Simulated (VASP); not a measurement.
Write the native input for VASP 6.6.1 that does the following.

```
Task                   : single point
Functional             : PBE
Potentials or basis    : VASP PAW PBE potentials, release 64 (Rh_pv)
Cutoff                 : 500 eV
k mesh                 : 13 × 13 × 13
Occupations            : fermi-dirac, width 0.1 eV
Spin                   : no spin polarisation
Dipole correction      : no
Further INCAR settings : ALGO = Normal; EDIFF = 1e-06; NBANDS = 14
```

The structure of Rh lies in POSCAR:

```
Rh
1.0
    0.0000000000      1.9709149862      1.9709149862
    1.9709149862      0.0000000000      1.9709149862
    1.9709149862      1.9709149862      0.0000000000
Rh
1
Direct
    0.0000000000      0.0000000000      0.0000000000
```

These files were run (other wordings do the same):

INCAR

```
SYSTEM = Rh
PREC = Accurate ; ENCUT = 500
EDIFF = 1E-6 ; ISMEAR = -1
SIGMA = 0.1 ; LREAL = .FALSE.
LASPH = .TRUE. ; NELM = 120
ALGO = Normal ; ISIF = 2
LWAVE = .FALSE. ; LCHARG = .TRUE.
GGA = PE ; LELF = .TRUE.
LVHAR = .TRUE. ; NBANDS = 14
GGA_COMPAT = .FALSE.
```

KPOINTS

```
Automatic mesh
0
G
  13 13 13
  0 0 0
```

Potentials or basis: VASP PAW PBE potentials, release 64 (Rh_pv).

Command:

```sh
$ cat potpaw_PBE.64/Rh_pv/POTCAR > POTCAR
$ mpirun -np 1 vasp_std > vasp.out
```

It gave:

```yaml
Pressure: -17.2 GPa
```

Run time: 23 s on 1 thread of Intel Xeon 8259CL, with other jobs on the host, peak memory 0.13 GiB.
